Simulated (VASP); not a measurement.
# Hg2Ge3 (Pm-3m) in VASP: relaxation of cell and atoms with PBE

Aim: the relaxation of cell and atoms of Hg2Ge3 with PBE.

All numbers are computed with VASP 6.6.1; they aren't measurements. Logs are shortened: lines on timing, memory, paths and dates and some standing lists are left out, and cuts for length are marked.

## Step 1: The cell of the first run

The structure is cubic, space group Pm-3m (No. 221). The conventional cell has a = 5.110 Å, b = 5.110 Å, c = 5.110 Å, α = 90.00°, β = 90.00°, γ = 90.00°. Within 3.4 Å of Ge (site symmetry 4/mmm) lie 2 Hg at 2.56 Å. Within 3.4 Å of Hg (site symmetry m-3m) lie 6 Ge at 2.56 Å. Hg (site symmetry m-3m) has 12 Ge at 3.61 Å and 8 Hg at 4.43 Å within 4.7 Å.

The cell was generated, and may not be a known phase.

## Step 2: Relaxation of cell and atoms, PBE

File INCAR:

```
SYSTEM = Hg2Ge3
ALGO = Normal
EDIFF = 1E-7
EDIFFG = -0.04
ENCUT = 550
GGA = PE
GGA_COMPAT = .FALSE.
IBRION = 2
ISIF = 3
ISMEAR = 0
LASPH = .TRUE.
LCHARG = .FALSE.
LREAL = .FALSE.
LWAVE = .FALSE.
NELM = 120
NELMIN = 4
NSW = 90
PREC = Accurate
SIGMA = 0.1
```

File KPOINTS:

```
k-points
0
G
  4 4 4
  0 0 0
```

File POSCAR:

```
Hg2Ge3
1.0
    5.1100239700      0.0000000000      0.0000000000
    0.0000000000      5.1100239700      0.0000000000
    0.0000000000      0.0000000000      5.1100239700
Ge Hg
3 2
Direct
    0.5000000000      0.0000000000      0.0000000000
    0.0000000000      0.5000000000      0.0000000000
    0.0000000000      0.0000000000      0.5000000000
    0.0000000000      0.0000000000      0.0000000000
    0.5000000000      0.5000000000      0.5000000000
```

Potentials or basis: VASP PAW PBE potentials, release 64 (Ge_d, Hg_sv_GW).

The run is started by

```sh
cat potpaw_PBE.64/Ge_d/POTCAR potpaw_PBE.64/Hg_sv_GW/POTCAR > POTCAR
mpirun -np 1 vasp_std > vasp.out
```

OUTCAR:

```text
SYSTEM = Hg2Ge3
   EDIFF = 1E-7
   EDIFFG = -0.04
   ENCUT = 550
   GGA = PE
   IBRION = 2
   ISIF = 3
   ISMEAR = 0
   LASPH = .TRUE.
   LREAL = .FALSE.
   NELM = 120
   NELMIN = 4
   NSW = 90
   PREC = Accurate

 ion  position               nearest neighbor table
   1  0.500  0.000  0.000-   4 2.56   4 2.56
   2  0.000  0.500  0.000-   4 2.56   4 2.56
   3  0.000  0.000  0.500-   4 2.56   4 2.56
   4  0.000  0.000  0.000-   1 2.56   2 2.56   3 2.56   3 2.56   2 2.56   1 2.56
   5  0.500  0.500  0.500-

  LATTYP: Found a simple cubic cell.
 ALAT       =     5.1100239700

  Lattice vectors:

 A1 = (   5.1100239700,   0.0000000000,   0.0000000000)
 A2 = (   0.0000000000,   5.1100239700,   0.0000000000)
 A3 = (   0.0000000000,   0.0000000000,   5.1100239700)

Analysis of symmetry for initial positions (statically):
=====================================================================
 Subroutine PRICEL returns:
 Original cell was already a primitive cell.

 Routine SETGRP: Setting up the symmetry group for a
 simple cubic supercell.

 Subroutine GETGRP returns: Found 48 space group operations
 (whereof 48 operations were pure point group operations)
 out of a pool of 48 trial point group operations.

The static configuration has the point symmetry O_h .

Analysis of symmetry for dynamics (positions and initial velocities):
=====================================================================
 Subroutine PRICEL returns:
 Original cell was already a primitive cell.

 Routine SETGRP: Setting up the symmetry group for a
 simple cubic supercell.

 Subroutine GETGRP returns: Found 48 space group operations
 (whereof 48 operations were pure point group operations)
 out of a pool of 48 trial point group operations.

The dynamic configuration has the point symmetry O_h .

 Subroutine INISYM returns: Found 48 space group operations
 (whereof 48 operations are pure point group operations),
 and found     1 'primitive' translations

----------------------------------------------------------------------------------------

                                     Primitive cell

  volume of cell :     133.4347

  direct lattice vectors                    reciprocal lattice vectors
     5.110023970  0.000000000  0.000000000     0.195693798  0.000000000  0.000000000
     0.000000000  5.110023970  0.000000000     0.000000000  0.195693798  0.000000000
     0.000000000  0.000000000  5.110023970     0.000000000  0.000000000  0.195693798

  length of vectors
     5.110023970  5.110023970  5.110023970     0.195693798  0.195693798  0.195693798

  position of ions in fractional coordinates (direct lattice)
     0.500000000  0.000000000  0.000000000
     0.000000000  0.500000000  0.000000000
     0.000000000  0.000000000  0.500000000
     0.000000000  0.000000000  0.000000000
     0.500000000  0.500000000  0.500000000

  ion indices of the primitive-cell ions
   primitive index   ion index
                 1           1
                 2           2
                 3           3
                 4           4
                 5           5

----------------------------------------------------------------------------------------

 KPOINTS: k-points

Automatic generation of k-mesh.
 Grid dimensions read from file:
 generate k-points for:    4    4    4

 Generating k-lattice:

  Cartesian coordinates                     Fractional coordinates (reciprocal lattice)
     0.048923450  0.000000000  0.000000000     0.250000000  0.000000000  0.000000000
     0.000000000  0.048923450  0.000000000     0.000000000  0.250000000  0.000000000
     0.000000000  0.000000000  0.048923450     0.000000000  0.000000000  0.250000000

  Length of vectors
     0.048923450  0.048923450  0.048923450

  Shift w.r.t. Gamma in fractional coordinates (k-lattice)
     0.000000000  0.000000000  0.000000000

 Subroutine IBZKPT returns following result:
 ===========================================

 Found     10 irreducible k-points:

 Following reciprocal coordinates:
            Coordinates               Weight
  0.000000  0.000000  0.000000      1.000000
  0.250000  0.000000  0.000000      6.000000
  0.500000  0.000000  0.000000      3.000000
  0.250000  0.250000  0.000000     12.000000
  0.500000  0.250000  0.000000     12.000000
  0.500000  0.500000  0.000000      3.000000
  0.250000  0.250000  0.250000      8.000000
  0.500000  0.250000  0.250000     12.000000
  0.500000  0.500000  0.250000      6.000000
  0.500000  0.500000  0.500000      1.000000
   k-points           NKPTS =     10   k-points in BZ     NKDIM =     10   number of bands    NBANDS=     49
   number of dos      NEDOS =    301   number of ions     NIONS =      5
   total plane-waves  NPLWV =  64000
   dimension x,y,z NGX =    40 NGY =   40 NGZ =   40
   dimension x,y,z NGXF=    80 NGYF=   80 NGZF=   80
   ions per type =               3   2
   NGX,Y,Z   is equivalent  to a cutoff of  13.01, 13.01, 13.01 a.u.
   NGXF,Y,Z  is equivalent  to a cutoff of  26.03, 26.03, 26.03 a.u.
 SYSTEM =  Hg2Ge3
   PREC   = accura    normal or accurate (medium, high low for compatibility)
   ISTART =      0    job   : 0-new  1-cont  2-samecut
   ICHARG =      2    charge: 1-file 2-atom 10-const
   ISPIN  =      1    spin polarized calculation?
   LNONCOLLINEAR =      F non collinear calculations
   LSORBIT =      F    spin-orbit coupling
   LASPH  =      T    aspherical Exc in radial PAW
   ENCUT  =  550.0 eV  40.42 Ry    6.36 a.u.   9.77  9.77  9.77*2*pi/ulx,y,z
   NELM   =    120;   NELMIN=  4; NELMDL= -5     # of ELM steps
   EDIFF  = 0.1E-06   stopping-criterion for ELM
   LREAL  =      F    real-space projection
   EDIFFG = -.4E-01   stopping-criterion for IOM
   NSW    =     90    number of steps for IOM
   IBRION =      2    ionic relax: 0-MD 1-quasi-New 2-CG
   NFREE  =      1    steps in history (QN), initial steepest desc. (CG)
   ISIF   =      3    stress and relaxation
   ISYM   =      2    0-nonsym 1-usesym 2-fastsym
   POTIM  = 0.5000    time-step for ionic-motion
   TEBEG  =    0.0;   TEEND  =   0.0 temperature during run
   PSTRESS=    0.0 pullay stress
   NELECT =      82.0000    total number of electrons
   NUPDOWN=      -1.0000    fix difference up-down
   EMIN   =  10.00;   EMAX   =-10.00  energy-range for DOS
   EFERMI =   0.00;   METHOD = LEGACY
   ISMEAR =     0;   SIGMA  =   0.10  broadening in eV -4-tet -1-fermi 0-gaus
   EFERMI_NEDOS =   21; number of points for ismear=-14 and -15
   IALGO  =     38    algorithm
   IMIX   =      4    mixing-type and parameters
     AMIX     =   0.40;   BMIX     =  1.00
     AMIX_MAG =   1.60;   BMIX_MAG =  1.00
  volume/ion in A,a.u.               =      26.69       180.09
  Fermi-wavevector in a.u.,A,eV,Ry     =   1.391842  2.630199 26.357523  1.937223
  Thomas-Fermi vector in A             =   2.515642
   LORBIT       =      0    0 simple, 1 ext, 2 COOP (PROOUT), +10 PAW based schemes
   GGA     = PE    functional components
   LHFCALC =     F    Hartree Fock is set to
   AEXX    =    0.0000 exact exchange contribution
   IVDW    =     0    specifies the selected vdW correction
   LEPSILON=     F    determine dielectric tensor
   LRPA    =     F    only Hartree local field effects (RPA)
 conjugate gradient relaxation of ions
 non-spin polarized calculation
 Gauss-broadening in eV      SIGMA  =   0.10
  energy-cutoff  :      550.00
  volume of cell :      133.43
 maximum number of plane-waves:      3948
 NGX is ok and might be reduce to    40
   NGX = 19   NGY = 19   NGZ = 19

--------------------------------------- Ionic step        1  -------------------------------------------

 number of electron      81.9999965 magnetization

 Free energy of the ion-electron system (eV)
  ---------------------------------------------------
  ext. energy  EPLUGINS =         0.00000000
  ---------------------------------------------------
  free energy    TOTEN  =        -9.42894416 eV

  energy without entropy =       -9.39556637  energy(sigma->0) =       -9.41225527

------------------------ aborting loop because EDIFF is reached ----------------------------------------

  FORCE on cell =-STRESS in cart. coord.  units (eV):
  Direction    XX          YY          ZZ          XY          YZ          ZX
  --------------------------------------------------------------------------------------
  -------------------------------------------------------------------------------------
  Total        3.3810079      3.3810079      3.3810079     -0.0000000     -0.0000000      0.0000000
  in kB       40.5964407     40.5964407     40.5964407     -0.0000000     -0.0000000      0.0000000
  external PRESSURE =      40.5964407 kB  Pullay stress =       0.0000000 kB

 VOLUME and BASIS-vectors are now :
 -----------------------------------------------------------------------------
  energy-cutoff  :      550.00
  volume of cell :      133.43
      direct lattice vectors                 reciprocal lattice vectors
     5.110023970  0.000000000  0.000000000     0.195693798  0.000000000  0.000000000
     0.000000000  5.110023970  0.000000000     0.000000000  0.195693798  0.000000000
     0.000000000  0.000000000  5.110023970     0.000000000  0.000000000  0.195693798
[... 40 lines left out ...]
 POSITION                                       TOTAL-FORCE (eV/Angst)
 -----------------------------------------------------------------------------------
      2.63836      0.00000      0.00000         0.000000      0.000000      0.000000
     -0.00000      2.63836      0.00000         0.000000      0.000000      0.000000
     -0.00000     -0.00000      2.63836         0.000000      0.000000      0.000000
      0.00000      0.00000      0.00000         0.000000     -0.000000      0.000000
      2.63836      2.63836      2.63836        -0.000000      0.000000      0.000000
 -----------------------------------------------------------------------------------
    total drift:                               -0.000000      0.000000     -0.000000

  FREE ENERGIE OF THE ION-ELECTRON SYSTEM (eV)
  ---------------------------------------------------
  free  energy   TOTEN  =        -9.5696692281 eV

  energy  without entropy=       -9.5390278012  energy(sigma->0) =       -9.55434851

--------------------------------------- Ionic step        3  -------------------------------------------

 number of electron      82.0000089 magnetization

 Free energy of the ion-electron system (eV)
  ---------------------------------------------------
  ext. energy  EPLUGINS =         0.00000000
  ---------------------------------------------------
  free energy    TOTEN  =        -9.57116062 eV

  energy without entropy =       -9.54076663  energy(sigma->0) =       -9.55596363

 E-fermi :   3.5732     XC(G=0):  -9.4783

 val. band max:        3.5081326216   @ k =   0.5000   0.2500   0.2500
 cond. band min:       3.5819903600   @ k =   0.2500   0.2500   0.2500
 fundamental gap:      0.0738577384
 Fermi energy:         3.5731833761

 k-point     1 :       0.0000    0.0000    0.0000
  band No.  band energies     occupation
      1    -112.7232      2.00000
      2    -110.8418      2.00000
      3     -61.0553      2.00000
      4     -61.0553      2.00000
      5     -61.0553      2.00000
      6     -59.1814      2.00000
[... 531 lines left out ...]
 POSITION                                       TOTAL-FORCE (eV/Angst)
 -----------------------------------------------------------------------------------
      2.62998      0.00000      0.00000         0.000000     -0.000000      0.000000
     -0.00000      2.62998      0.00000         0.000000     -0.000000      0.000000
     -0.00000     -0.00000      2.62998         0.000000      0.000000      0.000000
      0.00000      0.00000      0.00000         0.000000     -0.000000      0.000000
      2.62998      2.62998      2.62998        -0.000000      0.000000      0.000000
 -----------------------------------------------------------------------------------
    total drift:                               -0.000000      0.000000     -0.000000

  FREE ENERGIE OF THE ION-ELECTRON SYSTEM (eV)
  ---------------------------------------------------
  free  energy   TOTEN  =        -9.5711606220 eV

  energy  without entropy=       -9.5407666323  energy(sigma->0) =       -9.55596363

 reached required accuracy - stopping structural energy minimisation
```

Wall time 6.6 min (1 thread of Intel Xeon Platinum 8259CL at 2.50GHz (Skylake/Cascade Lake), shared host); peak memory 0.29 GiB.

What came out:

| Quantity | Value |
| --- | --- |
| Free energy | -9.5712 eV |
| Relaxed volume | 29.11 Å³/atom |
| Relaxed cell | a = 5.260 Å, b = 5.260 Å, c = 5.260 Å, α = 90.00°, β = 90.00°, γ = 90.00° |
| Space group after relaxing (to 0.1 Å) | Pm-3m (No. 221) |
| Energy gained by relaxing | 28.4 meV/atom |
| Ionic steps | 3 |
| Pressure after relaxing | 0.0 GPa |
| Band gap on the k mesh | zero (bands 41 and 42 overlap by 0.38 eV) |

Step by step:
```tsv
step	energy change (eV)	largest force (eV/Å)	pressure (GPa)	volume (Å³)
1	0.0000	0.0000	4.06	133.43
2	-0.1407	0.0000	-0.35	146.92
3	-0.1422	0.0000	0.01	145.53
```

Final structure:
```
Ge Hg
1.0
     5.25996    0.00000    0.00000
     0.00000    5.25996    0.00000
     0.00000    0.00000    5.25996
Ge Hg
3 2
Cartesian
  2.6300 0.0000 0.0000
  0.0000 2.6300 0.0000
  0.0000 0.0000 2.6300
  0.0000 0.0000 0.0000
  2.6300 2.6300 2.6300
```

Caveat: spin-orbit coupling is left out, which moves the levels of the heavy elements.

The gap in the log of VASP goes by the Fermi energy; the results here count the filled bands.